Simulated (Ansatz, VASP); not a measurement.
# WC in VASP and in Ansatz

```
W C
1.0
     2.91971    0.00000    0.00000
    -1.45986    2.52854    0.00000
     0.00000    0.00000    2.84774
W C
1 1
Direct
  0.00000 0.00000 0.00000
  0.66667 0.33333 0.50000
```

Change from the starting cell: volume scaled by 1.02, crystal datasets.

Alike in both runs: task electric field gradients; functional PBE; k mesh 13 × 13 × 12; occupations fermi-dirac, width 0.05 eV; no spin polarisation.

|  | VASP | Ansatz |
| --- | --- | --- |
| version | VASP 6.6.1 | Ansatz 0.2.0 |
| potentials or method | VASP PAW PBE potentials, release 64 (W_sv, C), cutoff 520 eV | all-electron PAW with datasets made for the crystal, scalar-relativistic |

Ansatz gave:

| Property | Result |
| --- | --- |
| pressure (GPa) | 0.5 |
| traceless stress, the component that is largest in VASP (GPa) | -0.68 |
| size of Vzz on the site where it differs most (V/Å²) | 126.8 |

Question: What did VASP give for the same quantities?

Answer: Pressure (GPa): 1.5; traceless stress, the component that is largest in VASP (GPa): -0.48; size of Vzz on the site where it differs most (V/Å²): 136.6.

Ansatz ran all-electron here, and VASP with PAW potentials.

Spin-orbit coupling is off throughout.
